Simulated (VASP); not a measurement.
# CO2 (Cmce) in VASP: single point with LDA

Aim: the single point of CO2 with LDA.

Everything below comes from runs of VASP 6.6.1. Logs are shortened: lines on timing, memory, paths and dates and some standing lists are left out, and cuts for length are marked.

**1. The cell of the first run**

Symmetry: Cmce, No. 64, orthorhombic system. Conventional cell: a = 5.272 Å, b = 4.775 Å, c = 6.587 Å, α = 90.00°, β = 90.00°, γ = 90.00°. Within 1.6 Å of C (site symmetry 2/m) lie 2 O at 1.17 Å. O (site symmetry m) has 1 C at 1.17 Å within 1.6 Å.

**2. Single point, LDA**

INCAR reads:

```
PREC = Accurate ; ENCUT = 520
EDIFF = 1E-6 ; ISMEAR = 0
SIGMA = 0.01 ; LREAL = F
LASPH = T ; NELM = 60
ALGO = Normal ; ISIF = 2
LWAVE = F ; LCHARG = T
GGA = CA ; LELF = T
LVHAR = T ; NBANDS = 25
```

KPOINTS reads:

```
Automatic mesh
0
Gamma
  4 4 2
  0.5 0.5 0.5
```

POSCAR reads:

```
CO2
1.0
    2.6359112300     -2.3873781200      0.0000000000
    2.6359112300      2.3873781200      0.0000000000
    0.0000000000      0.0000000000      6.5871749100
C O
2 4
Direct
    0.0000000000      0.0000000000      0.0000000000
    0.5000000000      0.5000000000      0.4999999992
    0.8065085706      0.1934914294      0.8918433897
    0.1934914294      0.8065085706      0.1081566103
    0.6934914294      0.3065085706      0.3918433904
    0.3065085706      0.6934914294      0.6081566096
```

Potentials or basis: VASP PAW LDA potentials, release 64 (C, O).

Run with:

```console
> cat potpaw_LDA.64/C/POTCAR potpaw_LDA.64/O/POTCAR > POTCAR
> mpirun -np 1 vasp_std > vasp.out
```

OUTCAR:

```text
PREC = Accurate
   ENCUT = 520
   EDIFF = 1E-6
   ISMEAR = 0
   LREAL = F
   LASPH = T
   NELM = 60
   ISIF = 2
   GGA = CA

 ion  position               nearest neighbor table
   1  0.000  0.000  0.000-   3 1.17   4 1.17
   2  0.500  0.500  0.500-   5 1.17   6 1.17
   3  0.807  0.193  0.892-   1 1.17
   4  0.193  0.807  0.108-   1 1.17
   5  0.693  0.307  0.392-   2 1.17
   6  0.307  0.693  0.608-   2 1.17

  LATTYP: Found a base centered orthorhombic cell.
 ALAT       =     4.7747562400
 B/A-ratio  =     1.1041029521
 C/A-ratio  =     1.3795834968

  Lattice vectors:

 A1 = (  -2.6359112300,  -2.3873781200,   0.0000000000)
 A2 = (   2.6359112300,  -2.3873781200,   0.0000000000)
 A3 = (   0.0000000000,   0.0000000000,   6.5871749100)

Analysis of symmetry for initial positions (statically):
=====================================================================
 Subroutine PRICEL returns:
 Original cell was already a primitive cell.

 Routine SETGRP: Setting up the symmetry group for a
 base centered orthorhombic supercell.

 Subroutine GETGRP returns: Found  8 space group operations
 (whereof  4 operations were pure point group operations)
 out of a pool of  8 trial point group operations.

The static configuration has the point symmetry C_2h.
 The point group associated with its full space group is D_2h.

Analysis of symmetry for dynamics (positions and initial velocities):
=====================================================================
 Subroutine PRICEL returns:
 Original cell was already a primitive cell.

 Routine SETGRP: Setting up the symmetry group for a
 base centered orthorhombic supercell.

 Subroutine GETGRP returns: Found  8 space group operations
 (whereof  4 operations were pure point group operations)
 out of a pool of  8 trial point group operations.

The dynamic configuration has the point symmetry C_2h.
 The point group associated with its full space group is D_2h.

 Subroutine INISYM returns: Found  8 space group operations
 (whereof  4 operations are pure point group operations),
 and found     1 'primitive' translations

----------------------------------------------------------------------------------------

                                     Primitive cell

  volume of cell :      82.9051

  direct lattice vectors                    reciprocal lattice vectors
[... 78 lines left out ...]
   EDIFFG = 0.1E-04   stopping-criterion for IOM
   NSW    =      0    number of steps for IOM
   IBRION =     -1    ionic relax: 0-MD 1-quasi-New 2-CG
   NFREE  =      0    steps in history (QN), initial steepest desc. (CG)
   ISIF   =      2    stress and relaxation
   ISYM   =      2    0-nonsym 1-usesym 2-fastsym
   POTIM  = 0.5000    time-step for ionic-motion
   TEBEG  =    0.0;   TEEND  =   0.0 temperature during run
   PSTRESS=    0.0 pullay stress
   NELECT =      32.0000    total number of electrons
   NUPDOWN=      -1.0000    fix difference up-down
   EMIN   =  10.00;   EMAX   =-10.00  energy-range for DOS
   EFERMI =   0.00;   METHOD = LEGACY
   ISMEAR =     0;   SIGMA  =   0.01  broadening in eV -4-tet -1-fermi 0-gaus
   EFERMI_NEDOS =   21; number of points for ismear=-14 and -15
   IALGO  =     38    algorithm
   IMIX   =      4    mixing-type and parameters
     AMIX     =   0.40;   BMIX     =  1.00
     AMIX_MAG =   1.60;   BMIX_MAG =  1.00
  volume/ion in A,a.u.               =      13.82        93.25
  Fermi-wavevector in a.u.,A,eV,Ry     =   1.191968  2.252492 19.330976  1.420787
  Thomas-Fermi vector in A             =   2.328017
   LORBIT       =      0    0 simple, 1 ext, 2 COOP (PROOUT), +10 PAW based schemes
   GGA     = CA    functional components
   LHFCALC =     F    Hartree Fock is set to
   AEXX    =    0.0000 exact exchange contribution
   IVDW    =     0    specifies the selected vdW correction
   LEPSILON=     F    determine dielectric tensor
   LRPA    =     F    only Hartree local field effects (RPA)
 non-spin polarized calculation
 Gauss-broadening in eV      SIGMA  =   0.01
  energy-cutoff  :      520.00
  volume of cell :       82.91
 maximum number of plane-waves:      2243
 NGX is ok and might be reduce to    28
   NGX = 13   NGY = 13   NGZ = 25

 number of electron      32.0000006 magnetization

 Free energy of the ion-electron system (eV)
  ---------------------------------------------------
  ext. energy  EPLUGINS =         0.00000000
  ---------------------------------------------------
  free energy    TOTEN  =       -49.73024618 eV

  energy without entropy =      -49.73024618  energy(sigma->0) =      -49.73024618

 E-fermi :  -3.4328     XC(G=0):  -8.8468

 val. band max:       -3.4890611557   @ k =  -0.3750   0.3750   0.2500
 cond. band min:       3.6077296723   @ k =   0.1250   0.1250   0.2500
 fundamental gap:      7.0967908280
 Fermi energy:        -3.4328239718

 k-point     1 :       0.1250    0.1250    0.2500
  band No.  band energies     occupation
      1     -23.8870      2.00000
      2     -23.7720      2.00000
      3     -22.7770      2.00000
      4     -22.7281      2.00000
      5      -8.5821      2.00000
      6      -8.5367      2.00000
[... 157 lines left out ...]
     24       9.9303      0.00000
     25      10.0753      0.00000

------------------------ aborting loop because EDIFF is reached ----------------------------------------

  FORCE on cell =-STRESS in cart. coord.  units (eV):
  Direction    XX          YY          ZZ          XY          YZ          ZX
  --------------------------------------------------------------------------------------
  -------------------------------------------------------------------------------------
  Total       -0.6620272     -0.0816034     -0.5051408      0.0000000      0.0000000      0.0000000
  in kB      -12.7939680     -1.5770215     -9.7620684      0.0000000      0.0000000      0.0000000
  external PRESSURE =      -8.0443526 kB  Pullay stress =       0.0000000 kB

 VOLUME and BASIS-vectors are now :
 -----------------------------------------------------------------------------
  energy-cutoff  :      520.00
  volume of cell :       82.91
      direct lattice vectors                 reciprocal lattice vectors
     2.635911230 -2.387378120  0.000000000     0.189687723 -0.209434775  0.000000000
     2.635911230  2.387378120  0.000000000     0.189687723  0.209434775  0.000000000
     0.000000000  0.000000000  6.587174910     0.000000000  0.000000000  0.151810148

 POSITION                                       TOTAL-FORCE (eV/Angst)
 -----------------------------------------------------------------------------------
      0.00000      0.00000      0.00000         0.000000      0.000000     -0.000000
      2.63591      0.00000      3.29359         0.000000      0.000000     -0.000000
      2.63591     -1.46350      5.87473         0.000000      0.163422     -0.107969
      2.63591      1.46350      0.71245         0.000000     -0.163422      0.107969
      2.63591     -0.92387      2.58114         0.000000     -0.163422     -0.107969
      2.63591      0.92387      4.00603         0.000000      0.163422      0.107969
 -----------------------------------------------------------------------------------
    total drift:                                0.000000      0.000003      0.000002

  FREE ENERGIE OF THE ION-ELECTRON SYSTEM (eV)
  ---------------------------------------------------
  free  energy   TOTEN  =       -49.7302461823 eV

  energy  without entropy=      -49.7302461823  energy(sigma->0) =      -49.73024618
```

OSZICAR:

```text
N       E                     dE             d eps       ncg     rms          rms(c)
DAV:   1     0.153734180531E+03    0.15373E+03   -0.16608E+04   300   0.117E+03
DAV:   2    -0.429384386858E+02   -0.19667E+03   -0.18883E+03   397   0.269E+02
DAV:   3    -0.529980917632E+02   -0.10060E+02   -0.10007E+02   349   0.628E+01
DAV:   4    -0.530838606035E+02   -0.85769E-01   -0.85719E-01   376   0.669E+00
DAV:   5    -0.530849366561E+02   -0.10761E-02   -0.10760E-02   367   0.731E-01    0.135E+01
DAV:   6    -0.500751142735E+02    0.30098E+01   -0.75389E+00   353   0.196E+01    0.610E+00
DAV:   7    -0.498228552161E+02    0.25226E+00   -0.40786E-01   380   0.465E+00    0.334E+00
DAV:   8    -0.497374316702E+02    0.85424E-01   -0.30433E-01   382   0.332E+00    0.706E-01
DAV:   9    -0.497305133752E+02    0.69183E-02   -0.19502E-02   351   0.981E-01    0.286E-01
DAV:  10    -0.497301936535E+02    0.31972E-03   -0.46839E-03   400   0.427E-01    0.449E-02
DAV:  11    -0.497302374456E+02   -0.43792E-04   -0.67235E-05   336   0.554E-02    0.175E-02
DAV:  12    -0.497302464168E+02   -0.89712E-05   -0.60483E-06   392   0.169E-02    0.470E-03
DAV:  13    -0.497302461823E+02    0.23443E-06   -0.66783E-07   256   0.610E-03
   1 F= -.49730246E+02 E0= -.49730246E+02  d E =-.131021E-16
```

stdout:

```text
POSCAR found type information on POSCAR C O
 POSCAR found :  2 types and       6 ions
 scaLAPACK will be used
 LDA part: xc-table for (Slater(with rela. corr.)+CA(PZ))
 , standard interpolation
 POSCAR, INCAR and KPOINTS ok, starting setup
 FFT: planning ... GRIDC
 FFT: planning ... GRID_SOFT
 FFT: planning ... GRID
 WAVECAR not read
 entering main loop
```

Run time: 7 s. Hardware: 1 thread of Intel Xeon 6975P-C (Granite Rapids), shared host; peak memory 0.15 GiB.

What came out:

```yaml
Free_energy: -49.7302 eV
Pressure: -0.8 GPa
Largest_force: 0.196 eV/Å
Band_gap_on_the_k_mesh: 7.10 eV, indirect (least direct gap 7.49 eV)
```

Forces on the atoms (eV/Å):
```
C    0.000  0.000  0.000
C    0.000  0.000  0.000
O    0.000  0.163 -0.108
O    0.000 -0.163  0.108
O    0.000 -0.163 -0.108
O    0.000  0.163  0.108
```

Stress tensor (GPa, compression positive):
```
-1.28  0.00  0.00
 0.00 -0.16  0.00
 0.00  0.00 -0.98
```

A k mesh can miss the band edges. LDA gaps usually lie below the measured ones, often by a third to a half.
